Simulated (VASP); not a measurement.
Pt: single point with PBEsol

The system is Pt.

```xyz
1
Lattice="-1.7210 1.7210 1.3424 1.7210 -1.7210 1.3424 1.7210 1.7210 -1.3424" Properties=species:S:1:pos:R:3 pbc="T T T"
Pt    0.0000    0.0000    0.0000
```

This cell differs from its parent crystal: ratio of the length along z to the lengths across it x 0.78, volume and fractional coordinates fixed.

* Program: VASP 6.6.1
* Task: single point
* Functional: PBEsol
* Potentials or basis: VASP PAW PBE potentials, release 64 (Pt)
* Cutoff: 520 eV
* k mesh: 24 × 24 × 24
* Occupations: gaussian, width 0.15 eV
* Spin: no spin polarisation

```yaml
Pressure: -10.4 GPa
Band_gap_on_the_k_mesh: zero (bands 5 and 6 overlap by 2.01 eV)
```

Stress tensor (GPa, compression positive):
```
-12.80   0.00   0.00
  0.00 -12.80   0.00
  0.00   0.00  -5.74
```

Levels at points of the mesh, in eV from the Fermi level:
```csv
k point,band 3,band 4,band 5,band 6,band 7,band 8
"(0.00, 0.00, 0.00)",-3.40,-2.45,-2.45,-0.30,15.31,15.31
"(0.50, 0.00, 0.00)",-1.53,0.43,0.51,0.89,7.22,12.44
"(0.50, 0.50, 0.00)",-3.15,-1.54,-0.86,0.56,4.67,15.33
"(0.50, 0.50, 0.50)",0.22,0.22,0.74,5.11,5.11,10.94
```

Run time: 3.5 min on 1 thread of Intel Xeon 8259CL, with other jobs on the host, peak memory 0.31 GiB.

Caveat: the stress differs along the axes, from -13 to -6 GPa; the PAW data sets were made with another functional, which shifts forces and pressure a little; spin-orbit coupling is left out, which moves the levels of the heavy elements.
